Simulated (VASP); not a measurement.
Runs of VASP 6.6.1 on I. The structure is that of space group P6_3/mmc (No. 194), or close to it. The cells are those of the table. 

| task | cell | k mesh | cutoff (eV) | gap on the mesh (eV) | pressure (GPa) | relaxed volume (Å³/atom) |
| --- | --- | --- | --- | --- | --- | --- |
| relaxation of cell and atoms | relaxed from a = 3.590, b = 3.590, c = 5.862 Å, angles 90.0, 90.0, 120.0°, 2 atoms | 7 × 7 × 4 | 600 | none | 0.0 | 36.86 |
| single point | a = 3.313, b = 3.313, c = 7.804 Å, angles 90.0, 90.0, 120.0°, 2 atoms | 7 × 7 × 4 | 520 | none | 0.0 | - |
| relaxation of cell and atoms | relaxed from a = 3.313, b = 3.313, c = 7.804 Å, angles 90.0, 90.0, 120.0°, 2 atoms | 8 × 8 × 3 | 600 | none | 0.0 | (a) |
| single point | a = 3.284, b = 3.284, c = 7.926 Å, angles 90.0, 90.0, 120.0°, 2 atoms | 8 × 8 × 3 | 520 | none | 0.0 | - |

Alike in all rows: level PBEsol; potentials or basis VASP PAW PBE potentials, release 64 (I); no spin polarisation; smearing fermi-dirac 0.05 eV.

Q: Estimate the missing entries.

A: (a) 36.83.

Caveats: the PAW data sets were made with another functional, which shifts forces and pressure a little; spin-orbit coupling is left out, which moves the levels of the heavy elements; this functional lacks dispersion, which binds the layers, so the pressure and a relaxed spacing across them are unreliable.

A k mesh can miss the band edges, and the runs leave out spin-orbit coupling on I.

A gap of «none» marks levels without a gap at the run's occupations.
